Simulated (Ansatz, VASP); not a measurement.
# Two plane-wave programs on MgH5W

File INCAR:

```
PREC = Accurate
ENCUT = 600
EDIFF = 1E-6
ISMEAR = 0
SIGMA = 0.1
LREAL = False
LASPH = True
NELM = 80
ALGO = Normal
ISIF = 3
LWAVE = False
LCHARG = False
GGA = PE
IBRION = 2
NSW = 100
EDIFFG = -0.01
```

File KPOINTS:

```
Automatic mesh
0
Gamma
  12 12 6
```

POSCAR

```
MgH5W
1.0
    3.6093018501      0.0000000000      0.0000000000
   -1.8046509251      3.1257470921      0.0000000000
    0.0000000000      0.0000000000      7.2814440957
Mg H W
1 5 1
Direct
    0.0000000000      0.0000000000      0.5000000000
    0.5000000000      0.0000000000      0.0000000000
    0.0000000000      0.5000000000      0.0000000000
    0.5000000000      0.5000000000      0.0000000000
    0.0000000000      0.0000000000      0.7532871572
    0.0000000000      0.0000000000      0.2467128428
    0.0000000000      0.0000000000      0.0000000000
```

Input for Ansatz:

```yaml
crystal:
  lattice:
    - [3.6093018501, 0.0, 0.0]
    - [-1.8046509251, 3.1257470921, 0.0]
    - [0.0, 0.0, 7.2814440957]
  atoms:
    - { symbol: Mg, position: [0.0, 0.0, 0.5] }
    - { symbol: H, position: [0.5, 0.0, 0.0] }
    - { symbol: H, position: [0.0, 0.5, 0.0] }
    - { symbol: H, position: [0.5, 0.5, 0.0] }
    - { symbol: H, position: [0.0, 0.0, 0.7532871572] }
    - { symbol: H, position: [0.0, 0.0, 0.2467128428] }
    - { symbol: W, position: [0.0, 0.0, 0.0] }
basis:
  ecutwfc: 420
kpoints:
  mp_grid: { grid: [12, 12, 6] }
hamiltonian:
  xc: pbe
scf:
  occupations: { method: gaussian, width: 0.1 }
output:
  forces: true
  stress: true
  eigenvalues: true
relax:
  adjacent_minimum: "off"
  f_tol: 0.01
  max_steps: 80
  cell: { stress_tol: 0.05 }
```

Alike in both runs: task relaxation of cell and atoms; functional PBE; k mesh 12 × 12 × 6; occupations gaussian, width 0.1 eV; no spin polarisation.

|  | VASP | Ansatz |
| --- | --- | --- |
| version | VASP 6.6.1 | Ansatz 0.2.0 |
| potentials or method | VASP PAW PBE potentials, release 64 (Mg, H, W_sv), cutoff 600 eV | scalar-relativistic, plane waves, PAW |
| valence electrons in the cell | 21 | 29 |

Ansatz gave:

| Quantity | Value |
| --- | --- |
| gap on the k mesh at the Fermi level, each at its own relaxed structure (eV) | none |
| relaxed volume (Å³/atom) | 11.76 |
| relaxed cell length with the largest relative difference (Å) | 7.268 |

Task: Estimate VASP's values.

Result: gap on the k mesh at the Fermi level, each at its own relaxed structure (eV): none; relaxed volume (Å³/atom): 11.78; relaxed cell length with the largest relative difference (Å): 7.274.

A gap of «none» marks a metal or a gap that the smearing closes. VASP's potentials hold 21 valence electrons a cell and Ansatz's 29, so a difference there can come from the potentials and not from the codes.

Neither program's run includes spin-orbit coupling.
